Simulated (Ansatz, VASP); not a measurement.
# Ba in VASP and in Ansatz

```
CELL_PARAMETERS angstrom
-2.71587 2.71587 2.11838
2.71587 -2.71587 2.11838
2.71587 2.71587 -2.11838
ATOMIC_POSITIONS crystal
Ba 0.00000 0.00000 0.00000
```

Alike in both runs: task single point; functional LDA; k mesh 16 × 16 × 16; occupations gaussian, width 0.15 eV; no spin polarisation.

|  | VASP | Ansatz |
| --- | --- | --- |
| version | VASP 6.6.1 | Ansatz 0.2.0 |
| potentials or method | VASP PAW LDA potentials, release 64 (Ba_sv), cutoff 520 eV | scalar-relativistic, plane waves, PAW |
| valence electrons in the cell | 10 | 10 |

|  | VASP | Ansatz | Ansatz less VASP |
| --- | --- | --- | --- |
| gap on the k mesh at the Fermi level (eV) | none | none | - |
| pressure (GPa) | -1.0 | -1.1 | -0.04 |
| traceless stress, the component that is largest in VASP (GPa) | 1.48 | 1.48 | -0.003 |

LDA's correlation is that of Perdew and Zunger in VASP and of Perdew and Wang (1992) in Ansatz. A gap of «none» marks a metal or a gap that the smearing closes.

Spin-orbit coupling is off throughout.
